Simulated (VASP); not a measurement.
# KTaO3 (P4/mmm) in VASP: single point with PBEsol

Aim: the single point of KTaO3 with PBEsol.

Everything below comes from runs of VASP 6.6.1. Logs are shortened: lines on timing, memory, paths and dates and some standing lists are left out, and cuts for length are marked.

### Step 1. The cell of the first run

Symmetry: P4/mmm, No. 123, tetragonal system. Conventional cell: a = 4.165 Å, b = 4.165 Å, c = 3.878 Å, α = 90.00°, β = 90.00°, γ = 90.00°. K (site symmetry 4/mmm) has 12 O at 2.85 to 2.95 Å and 8 Ta at 3.53 Å within 3.7 Å. Ta (site symmetry 4/mmm) has 6 O at 1.94 to 2.08 Å within 2.6 Å. O (site symmetry mmm) has 2 Ta at 2.08 Å and 4 K at 2.85 Å and 8 O at 2.85 to 2.95 Å within 3.0 Å. O (site symmetry 4/mmm) has 2 Ta at 1.94 Å within 2.6 Å.

### Step 2. Single point, PBEsol (biaxial strain in the a-b plane: +4.5 %)

Contents of INCAR:

```
SYSTEM = KTaO3
ALGO = Normal
EDIFF = 1E-7
ENCUT = 520
GGA = PS
ISIF = 2
ISMEAR = 0
LASPH = .TRUE.
LCHARG = .TRUE.
LELF = .TRUE.
LREAL = .FALSE.
LVHAR = .TRUE.
LWAVE = .FALSE.
NBANDS = 27
NELM = 80
PREC = Accurate
SIGMA = 0.02
```

Contents of KPOINTS:

```
k-points
0
G
  8 8 8
  0 0 0
```

Contents of POSCAR:

```
KTaO3
1.0
    4.1649645106      0.0000000000      0.0000000000
    0.0000000000      4.1649645106      0.0000000000
    0.0000000000      0.0000000000      3.8780004486
K Ta O
1 1 3
Direct
    0.5000000000      0.5000000000      0.5000000000
    0.0000000000      0.0000000000      0.0000000000
    0.0000000000      0.5000000000      0.0000000000
    0.0000000000      0.0000000000      0.5000000000
    0.5000000000      0.0000000000      0.0000000000
```

Potentials or basis: VASP PAW PBE potentials, release 64 (K_sv, Ta_pv, O).

On the command line:

```console
$ cat potpaw_PBE.64/K_sv/POTCAR potpaw_PBE.64/Ta_pv/POTCAR potpaw_PBE.64/O/POTCAR > POTCAR
$ mpirun -np 1 vasp_std > vasp.out
```

OUTCAR:

```text
SYSTEM = KTaO3
   EDIFF = 1E-7
   ENCUT = 520
   GGA = PS
   ISIF = 2
   ISMEAR = 0
   LASPH = .TRUE.
   LREAL = .FALSE.
   NELM = 80
   PREC = Accurate

 ion  position               nearest neighbor table
   1  0.500  0.500  0.500-   3 2.85   5 2.85   3 2.85   5 2.85   5 2.85   5 2.85   3 2.85   3 2.85
                             2 3.53   2 3.53   2 3.53   2 3.53   2 3.53   2 3.53   2 3.53   2 3.53
   2  0.000  0.000  0.000-   4 1.94   4 1.94   5 2.08   3 2.08   3 2.08   5 2.08   1 3.53   1 3.53
                             1 3.53   1 3.53   1 3.53   1 3.53   1 3.53   1 3.53
   3  0.000  0.500  0.000-   2 2.08   2 2.08   1 2.85   1 2.85   1 2.85   1 2.85
   4  0.000  0.000  0.500-   2 1.94   2 1.94
   5  0.500  0.000  0.000-   2 2.08   2 2.08   1 2.85   1 2.85   1 2.85   1 2.85

  LATTYP: Found a simple tetragonal cell.
 ALAT       =     4.1649645106
 C/A-ratio  =     0.9311004785

  Lattice vectors:

 A1 = (   4.1649645106,   0.0000000000,   0.0000000000)
 A2 = (   0.0000000000,   4.1649645106,   0.0000000000)
 A3 = (   0.0000000000,   0.0000000000,   3.8780004486)

Analysis of symmetry for initial positions (statically):
=====================================================================
 Subroutine PRICEL returns:
 Original cell was already a primitive cell.

 Routine SETGRP: Setting up the symmetry group for a
 simple tetragonal supercell.

 Subroutine GETGRP returns: Found 16 space group operations
 (whereof 16 operations were pure point group operations)
 out of a pool of 16 trial point group operations.

The static configuration has the point symmetry D_4h.

Analysis of symmetry for dynamics (positions and initial velocities):
=====================================================================
 Subroutine PRICEL returns:
 Original cell was already a primitive cell.

 Routine SETGRP: Setting up the symmetry group for a
 simple tetragonal supercell.

 Subroutine GETGRP returns: Found 16 space group operations
 (whereof 16 operations were pure point group operations)
 out of a pool of 16 trial point group operations.

The dynamic configuration has the point symmetry D_4h.

 Subroutine INISYM returns: Found 16 space group operations
 (whereof 16 operations are pure point group operations),
 and found     1 'primitive' translations

----------------------------------------------------------------------------------------

                                     Primitive cell

  volume of cell :      67.2714

  direct lattice vectors                    reciprocal lattice vectors
     4.164964511  0.000000000  0.000000000     0.240098084  0.000000000  0.000000000
     0.000000000  4.164964511  0.000000000     0.000000000  0.240098084  0.000000000
     0.000000000  0.000000000  3.878000449     0.000000000  0.000000000  0.257864849

  length of vectors
     4.164964511  4.164964511  3.878000449     0.240098084  0.240098084  0.257864849

  position of ions in fractional coordinates (direct lattice)
     0.500000000  0.500000000  0.500000000
     0.000000000  0.000000000  0.000000000
     0.000000000  0.500000000  0.000000000
     0.000000000  0.000000000  0.500000000
     0.500000000  0.000000000  0.000000000

  ion indices of the primitive-cell ions
   primitive index   ion index
                 1           1
                 2           2
                 3           3
                 4           4
                 5           5

----------------------------------------------------------------------------------------

 KPOINTS: k-points

Automatic generation of k-mesh.
 Grid dimensions read from file:
 generate k-points for:    8    8    8

 Generating k-lattice:

  Cartesian coordinates                     Fractional coordinates (reciprocal lattice)
     0.030012261  0.000000000  0.000000000     0.125000000  0.000000000  0.000000000
     0.000000000  0.030012261  0.000000000     0.000000000  0.125000000  0.000000000
     0.000000000  0.000000000  0.032233106     0.000000000  0.000000000  0.125000000

  Length of vectors
     0.030012261  0.030012261  0.032233106

  Shift w.r.t. Gamma in fractional coordinates (k-lattice)
     0.000000000  0.000000000  0.000000000

 Subroutine IBZKPT returns following result:
 ===========================================

 Found     75 irreducible k-points:

 Following reciprocal coordinates:
            Coordinates               Weight
  0.000000  0.000000  0.000000      1.000000
  0.125000  0.000000  0.000000      4.000000
  0.250000  0.000000  0.000000      4.000000
  0.375000  0.000000  0.000000      4.000000
  0.500000  0.000000  0.000000      2.000000
  0.125000  0.125000  0.000000      4.000000
[... 16 lines left out ...]
  0.375000  0.125000  0.125000     16.000000
  0.500000  0.125000  0.125000      8.000000
 [... further k-points ...]
   k-points           NKPTS =     75   k-points in BZ     NKDIM =     75   number of bands    NBANDS=     27
   number of dos      NEDOS =    301   number of ions     NIONS =      5
   total plane-waves  NPLWV =  30720
   dimension x,y,z NGX =    32 NGY =   32 NGZ =   30
   dimension x,y,z NGXF=    64 NGYF=   64 NGZF=   60
   ions per type =               1   1   3
   NGX,Y,Z   is equivalent  to a cutoff of  12.77, 12.77, 12.86 a.u.
   NGXF,Y,Z  is equivalent  to a cutoff of  25.55, 25.55, 25.72 a.u.
 SYSTEM =  KTaO3
   PREC   = accura    normal or accurate (medium, high low for compatibility)
   ISTART =      0    job   : 0-new  1-cont  2-samecut
   ICHARG =      2    charge: 1-file 2-atom 10-const
   ISPIN  =      1    spin polarized calculation?
   LNONCOLLINEAR =      F non collinear calculations
   LSORBIT =      F    spin-orbit coupling
   LASPH  =      T    aspherical Exc in radial PAW
   ENCUT  =  520.0 eV  38.22 Ry    6.18 a.u.   7.74  7.74  7.21*2*pi/ulx,y,z
   NELM   =     80;   NELMIN=  2; NELMDL= -5     # of ELM steps
   EDIFF  = 0.1E-06   stopping-criterion for ELM
   LREAL  =      F    real-space projection
   EDIFFG = 0.1E-05   stopping-criterion for IOM
   NSW    =      0    number of steps for IOM
   IBRION =     -1    ionic relax: 0-MD 1-quasi-New 2-CG
   NFREE  =      0    steps in history (QN), initial steepest desc. (CG)
   ISIF   =      2    stress and relaxation
   ISYM   =      2    0-nonsym 1-usesym 2-fastsym
   POTIM  = 0.5000    time-step for ionic-motion
   TEBEG  =    0.0;   TEEND  =   0.0 temperature during run
   PSTRESS=    0.0 pullay stress
   NELECT =      38.0000    total number of electrons
   NUPDOWN=      -1.0000    fix difference up-down
   EMIN   =  10.00;   EMAX   =-10.00  energy-range for DOS
   EFERMI =   0.00;   METHOD = LEGACY
   ISMEAR =     0;   SIGMA  =   0.02  broadening in eV -4-tet -1-fermi 0-gaus
   EFERMI_NEDOS =   21; number of points for ismear=-14 and -15
   IALGO  =     38    algorithm
   IMIX   =      4    mixing-type and parameters
     AMIX     =   0.40;   BMIX     =  1.00
     AMIX_MAG =   1.60;   BMIX_MAG =  1.00
  volume/ion in A,a.u.               =      13.45        90.79
  Fermi-wavevector in a.u.,A,eV,Ry     =   1.353295  2.557357 24.917817  1.831408
  Thomas-Fermi vector in A             =   2.480562
   LORBIT       =      0    0 simple, 1 ext, 2 COOP (PROOUT), +10 PAW based schemes
   GGA     = PS    functional components
   LHFCALC =     F    Hartree Fock is set to
   AEXX    =    0.0000 exact exchange contribution
   IVDW    =     0    specifies the selected vdW correction
   LEPSILON=     F    determine dielectric tensor
   LRPA    =     F    only Hartree local field effects (RPA)
 non-spin polarized calculation
 Gauss-broadening in eV      SIGMA  =   0.02
  energy-cutoff  :      520.00
  volume of cell :       67.27
 maximum number of plane-waves:      1832
 NGX is ok and might be reduce to    32
   NGX = 15   NGY = 15   NGZ = 15

 number of electron      38.0000014 magnetization

 Free energy of the ion-electron system (eV)
  ---------------------------------------------------
  ext. energy  EPLUGINS =         0.00000000
  ---------------------------------------------------
  free energy    TOTEN  =       -42.57089678 eV

  energy without entropy =      -42.57089678  energy(sigma->0) =      -42.57089678

 E-fermi :   1.5272     XC(G=0): -10.8306

 val. band max:        1.3342261950   @ k =   0.5000   0.5000   0.5000
 cond. band min:       3.1638794298   @ k =   0.0000   0.0000   0.0000
 fundamental gap:      1.8296532348
 Fermi energy:         1.5271745244

 k-point     1 :       0.0000    0.0000    0.0000
  band No.  band energies     occupation
      1     -33.1336      2.00000
      2     -33.0233      2.00000
      3     -33.0233      2.00000
      4     -25.8817      2.00000
      5     -16.3971      2.00000
      6     -15.2979      2.00000
[... 19 lines left out ...]
     26       9.0372      0.00000
     27       9.4033      0.00000

 k-point     2 :       0.1250    0.0000    0.0000
  band No.  band energies     occupation
      1     -33.1333      2.00000
      2     -33.0306      2.00000
      3     -33.0231      2.00000
      4     -25.8790      2.00000
      5     -16.3921      2.00000
      6     -15.2539      2.00000
[... 19 lines left out ...]
     26       9.2084      0.00000
     27       9.5821      0.00000

 k-point     3 :       0.2500    0.0000    0.0000
  band No.  band energies     occupation
      1     -33.1327      2.00000
      2     -33.0480      2.00000
      3     -33.0224      2.00000
      4     -25.8727      2.00000
      5     -16.3856      2.00000
      6     -15.1998      2.00000
[... 19 lines left out ...]
     26       9.6579      0.00000
     27      10.0910      0.00000

 k-point     4 :       0.3750    0.0000    0.0000
  band No.  band energies     occupation
      1     -33.1321      2.00000
      2     -33.0653      2.00000
      3     -33.0218      2.00000
      4     -25.8664      2.00000
      5     -16.3846      2.00000
      6     -15.1866      2.00000
[... 19 lines left out ...]
     26      10.1635      0.00000
     27      10.9290      0.00000
[... 516 lines left out ...]
      4     -25.8672      2.00000
      5     -16.1928      2.00000
      6     -15.1127      2.00000
[... 19 lines left out ...]
     26      10.0235      0.00000
     27      10.4002      0.00000

 k-point    23 :       0.3750    0.1250    0.1250
  band No.  band energies     occupation
      1     -33.1505      2.00000
      2     -33.0642      2.00000
      3     -33.0282      2.00000
      4     -25.8617      2.00000
      5     -16.1856      2.00000
      6     -15.0863      2.00000
[... 19 lines left out ...]
     26      10.4901      0.00000
     27      11.0795      0.00000

 k-point    24 :       0.5000    0.1250    0.1250
  band No.  band energies     occupation
      1     -33.1502      2.00000
      2     -33.0713      2.00000
      3     -33.0279      2.00000
      4     -25.8594      2.00000
      5     -16.1841      2.00000
      6     -15.0825      2.00000
[... 19 lines left out ...]
     26      10.6896      0.00000
     27      11.4579      0.00000

 [... further k-points ...]
[... 5 lines left out ...]
  --------------------------------------------------------------------------------------
  -------------------------------------------------------------------------------------
  Total       -6.9072224     -6.9072224      3.1303309      0.0000000     -0.0000000      0.0000000
  in kB     -164.5066884   -164.5066884     74.5538999      0.0000000     -0.0000000      0.0000000
  external PRESSURE =     -84.8198256 kB  Pullay stress =       0.0000000 kB

 VOLUME and BASIS-vectors are now :
 -----------------------------------------------------------------------------
  energy-cutoff  :      520.00
  volume of cell :       67.27
      direct lattice vectors                 reciprocal lattice vectors
     4.164964511  0.000000000  0.000000000     0.240098084  0.000000000  0.000000000
     0.000000000  4.164964511  0.000000000     0.000000000  0.240098084  0.000000000
     0.000000000  0.000000000  3.878000449     0.000000000  0.000000000  0.257864849

 POSITION                                       TOTAL-FORCE (eV/Angst)
 -----------------------------------------------------------------------------------
      2.08248      2.08248      1.93900         0.000000      0.000000      0.000000
      0.00000      0.00000      0.00000         0.000000      0.000000      0.000000
      0.00000      2.08248      0.00000         0.000000      0.000000      0.000000
      0.00000      0.00000      1.93900         0.000000      0.000000      0.000000
      2.08248      0.00000      0.00000         0.000000      0.000000      0.000000
 -----------------------------------------------------------------------------------
    total drift:                                0.000000      0.000000     -0.000000

  FREE ENERGIE OF THE ION-ELECTRON SYSTEM (eV)
  ---------------------------------------------------
  free  energy   TOTEN  =       -42.5708967834 eV

  energy  without entropy=      -42.5708967834  energy(sigma->0) =      -42.57089678
```

Run time: 83 s. Hardware: 1 thread of Intel Xeon 6975P-C (Granite Rapids), shared host; peak memory 0.27 GiB.

Results:

- Free energy: -42.5709 eV
- Pressure: -8.5 GPa
- Band gap on the k mesh: 1.83 eV (least direct gap 2.45 eV)

Stress tensor (GPa, compression positive):
```
-16.45   0.00   0.00
  0.00 -16.45   0.00
  0.00   0.00   7.46
```

Caveat: the cell differs from its parent crystal (biaxial strain in the a-b plane: +4.5 %); the cell stands under tension; the PAW data sets were made with another functional, which shifts forces and pressure a little; spin-orbit coupling is left out, which moves the levels of the heavy elements. A k mesh can miss the band edges.
